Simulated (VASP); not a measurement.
Here is a VASP 6.6.1 calculation.

INCAR

```
SYSTEM = Sb
  PREC = Accurate
  ENCUT = 500
  EDIFF = 1E-7
  ISMEAR = 0
  SIGMA = 0.1
  LREAL = .False.
  LASPH = .True.
  NELM = 120
  ALGO = Normal
  ISIF = 3
  LWAVE = .False.
  LCHARG = .False.
  GGA = PE
  IBRION = 2
  NSW = 100
  EDIFFG = -0.002
  GGA_COMPAT = .False.
  NELMIN = 4
```

The input KPOINTS:

```
regular mesh
0
Gamma
  12 12 12
  0 0 0
```

Contents of POSCAR:

```
Sb
1.0
    2.1542000000      1.2437279499      3.7580000000
   -2.1542000000      1.2437279499      3.7580000000
    0.0000000000     -2.4874558998      3.7580000000
Sb
2
Direct
    0.2334900000      0.2334900000      0.2334900000
    0.7665100000      0.7665100000      0.7665100000
```

Potentials or basis: VASP PAW PBE potentials, release 64 (Sb).

Command:

```sh
$ cat potpaw_PBE.64/Sb/POTCAR > POTCAR
$ mpirun -np 1 vasp_std > vasp.out
```

**Question.** Estimate the space group after relaxing (to 0.05 Å).

**Answer.** R-3m (No. 166).

**Question.** Predict the relaxed volume.

**Answer.** 31.77 Å³/atom.

**Question.** Predict the band gap on the k mesh.

**Answer.** Zero (band 5 reaches 6.63 eV, above the bottom of band 6 at 6.44 eV).

Step by step:
| step | energy change (eV) | largest force (eV/Å) | pressure (GPa) | volume (Å³) |
| --- | --- | --- | --- | --- |
| 1 | 0.0000 | 0.2386 | 2.79 | 60.41 |
| 2 | -0.0135 | 0.2263 | -1.56 | 65.13 |
| 3 | -0.0246 | 0.0516 | 0.04 | 63.16 |
| 4 | -0.0248 | 0.0364 | 0.03 | 63.24 |
| 5 | -0.0250 | 0.0102 | 0.01 | 63.37 |
| 6 | -0.0251 | 0.0005 | 0.01 | 63.43 |
| 7 | -0.0251 | 0.0006 | 0.01 | 63.47 |
| 8 | -0.0252 | 0.0009 | 0.01 | 63.51 |
| 9 | -0.0252 | 0.0010 | 0.01 | 63.53 |
| 10 | -0.0252 | 0.0010 | 0.01 | 63.53 |
| 11 | -0.0252 | 0.0023 | -0.02 | 63.57 |
| 12 | -0.0252 | 0.0004 | 0.00 | 63.54 |

Caveat: spin-orbit coupling is left out, which moves the levels of the heavy elements. Zero-point motion and thermal expansion aren't in these numbers.
